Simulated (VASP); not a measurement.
A run of VASP 6.6.1:

The input POSCAR:

```
Mo
1.0
   -1.5753765099      1.5753765099      1.5753765099
    1.5753765099     -1.5753765099      1.5753765099
    1.5753765099      1.5753765099     -1.5753765099
Mo
1
Direct
    0.0000000000      0.0000000000      0.0000000000
```

File INCAR.step1:

```
ALGO = Normal ; EDIFF = 1E-4
ENCUT = 520 ; GGA = PE
ISMEAR = -1 ; LASPH = T
LCHARG = F ; LREAL = F
LWAVE = T ; NBANDS = 13
NELM = 80 ; PREC = Accurate
SIGMA = 0.1
```

The input INCAR.step2:

```
ALGO = Normal ; EDIFF = 1E-6
ENCUT = 520 ; ISIF = 2
ISMEAR = -1 ; ISTART = 1
LASPH = T ; LCHARG = F
LMIXTAU = T ; LREAL = F
LWAVE = F ; METAGGA = R2SCAN
NBANDS = 13 ; NELM = 80
PREC = Accurate ; SIGMA = 0.1
```

File KPOINTS:

```
k-points
0
Gamma
  19 19 19
```

Potentials or basis: VASP PAW PBE potentials, release 64 (Mo_sv).

Run with:

```bash
$ cat potpaw_PBE.64/Mo_sv/POTCAR > POTCAR
$ cp INCAR.step1 INCAR
$ mpirun -np 1 vasp_std > vasp.out
$ cp INCAR.step2 INCAR
$ mpirun -np 1 vasp_std > vasp.out
```

Hardware: 1 thread of Intel(R) Xeon(R) 6975P-C (Granite Rapids) (shared host).

Estimate the wall time of this run.

Wall time 50 s on 1 thread of Intel(R) Xeon(R) 6975P-C (Granite Rapids), with other jobs on the host, peak memory 0.15 GiB. Counts: k points 220.
